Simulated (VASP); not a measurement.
A run of VASP 6.6.1 is set up as follows.

The input POSCAR:

```
AlCo
1.0
    2.8240557655      0.0000000000      0.0000000000
    0.0000000000      2.8240557655      0.0000000000
    0.0000000000      0.0000000000      2.8240557655
Al Co
1 1
Direct
    0.0000000000      0.0000000000      0.0000000000
    0.5000000000      0.5000000000      0.5000000000
```

Contents of INCAR.step1:

```
SYSTEM = AlCo
PREC = Accurate
ENCUT = 520
ISMEAR = 0
SIGMA = 0.1
LREAL = .False.
LASPH = .True.
NELM = 150
ISPIN = 2
MAGMOM = 0 0.39
LMAXMIX = 4
NBANDS = 17
GGA = PE
ALGO = Normal
EDIFF = 1E-4
LWAVE = .True.
LCHARG = .False.
```

The input INCAR.step2:

```
SYSTEM = AlCo
PREC = Accurate
ENCUT = 520
EDIFF = 1E-6
ISMEAR = 0
SIGMA = 0.1
LREAL = .False.
LASPH = .True.
NELM = 150
ALGO = Normal
ISIF = 2
LWAVE = .False.
LCHARG = .False.
ISPIN = 2
MAGMOM = 0 0.39
LORBIT = 11
LMAXMIX = 4
METAGGA = R2SCAN
LMIXTAU = .True.
NBANDS = 17
ISTART = 1
```

KPOINTS

```
regular mesh
0
Gamma
  14 14 14
  0 0 0
```

Potentials or basis: VASP PAW PBE potentials, release 64 (Al, Co).

The run is started by

```sh
$ cat potpaw_PBE.64/Al/POTCAR potpaw_PBE.64/Co/POTCAR > POTCAR
$ cp INCAR.step1 INCAR
$ mpirun -np 1 vasp_std > vasp.out
$ cp INCAR.step2 INCAR
$ mpirun -np 1 vasp_std > vasp.out
```

(1) Predict the net moment.

(2) Estimate the band gap on the k mesh.

Answers

(1) 0.00 μB per cell.

(2) zero (filled and empty bands overlap).
